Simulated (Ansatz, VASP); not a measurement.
One calculation of Be, two programs

```
Be
1.0
     1.63984    0.00000    0.00000
     0.00000    1.63984    0.00000
     0.00000    0.00000    1.63984
Be
1
Direct
  0.00000 0.00000 0.00000
```

Change from the starting cell: volume scaled by 0.43, PAW files, core large.

Alike in both runs: task single point; functional PBE; k mesh 20 × 20 × 20; occupations fermi-dirac, width 0.1 eV; no spin polarisation.

|  | VASP | Ansatz |
| --- | --- | --- |
| version | VASP 6.6.1 | Ansatz 0.2.0 |
| potentials or method | VASP PAW PBE potentials, release 64 (Be) | PAW with other files of Ansatz's library (core large), scalar-relativistic |
| plane-wave cutoff (eV) | 600 | 420 |
| valence electrons in the cell | 2 | 2 |

```csv
,VASP,Ansatz,Ansatz less VASP
pressure (GPa),244.6,243.2,-1.38
```

Both programs put the cell under a high pressure, so it lies far from rest at this level. Ansatz's warnings: datasets by core.

Noted on VASP's run: the cell as given lies far from equilibrium.
